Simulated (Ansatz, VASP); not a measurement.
## TeW2 in VASP and in Ansatz

```
CELL_PARAMETERS angstrom
0.00000 3.12995 3.12995
3.12995 0.00000 3.12995
3.12995 3.12995 0.00000
ATOMIC_POSITIONS crystal
Te 0.00000 0.00000 0.00000
W 0.25000 0.25000 0.25000
W 0.75000 0.75000 0.75000
```

Alike in both runs: task single point; functional PBE; k mesh 7 × 7 × 7; occupations fermi-dirac, width 0.05 eV; no spin polarisation.

|  | VASP | Ansatz |
| --- | --- | --- |
| version | VASP 6.6.1 | Ansatz 0.2.0 |
| potentials or method | VASP PAW PBE potentials, release 64 (Te, W_sv), cutoff 520 eV | all-electron LAPW, scalar-relativistic |

```csv
,VASP,Ansatz,Ansatz less VASP
gap on the k mesh at the Fermi level (eV),none,none,-
pressure (GPa),-0.9,-0.9,-0.05
```

A gap of «none» marks a metal or a gap that the smearing closes. Ansatz ran all-electron here, and VASP with PAW potentials.

Neither program's run includes spin-orbit coupling.
